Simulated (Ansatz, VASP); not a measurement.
KI: VASP beside Ansatz

```
K I
1.0
     0.00000    3.63504    3.58733
     3.63504    0.00000    3.58733
     3.63504    3.63504    0.00000
K I
1 1
Direct
  0.98222 0.98222 0.01778
  0.50548 0.50548 0.49452
```

Change from the starting cell: mode 6 frozen in at -0.128 Å, equal normal strain along x and y +0.0133.

Alike in both runs: task single point; functional PBE; k mesh 6 × 6 × 6; occupations gaussian, width 0.05 eV; no spin polarisation.

|  | VASP | Ansatz |
| --- | --- | --- |
| version | VASP 6.6.1 | Ansatz 0.2.0 |
| potentials or method | VASP PAW PBE potentials, release 64 (K_sv, I), cutoff 520 eV | scalar-relativistic, plane waves, PAW |
| valence electrons in the cell | 16 | 26 |

|  | VASP | Ansatz | Ansatz less VASP |
| --- | --- | --- | --- |
| gap on the k mesh at the Fermi level (eV) | 3.81 | 3.81 | +0.004 |
| least direct gap on the mesh (eV) | 3.81 | 3.81 | +0.004 |
| pressure (GPa) | -0.1 | -0.1 | -0.03 |
| traceless stress, the component that is largest in VASP (GPa) | 0.38 | 0.38 | -0.004 |
| rms of the force components (eV/Å) | 0.093 | 0.092 | -0.0010 |

Atom by atom the forces differ by 0.001 eV/Å (rms over components). With one functional, cell and mesh, what is left measures potentials, basis and numerics. VASP's potentials hold 16 valence electrons a cell and Ansatz's 26, so a difference there can come from the potentials and not from the codes.

Neither program's run includes spin-orbit coupling.
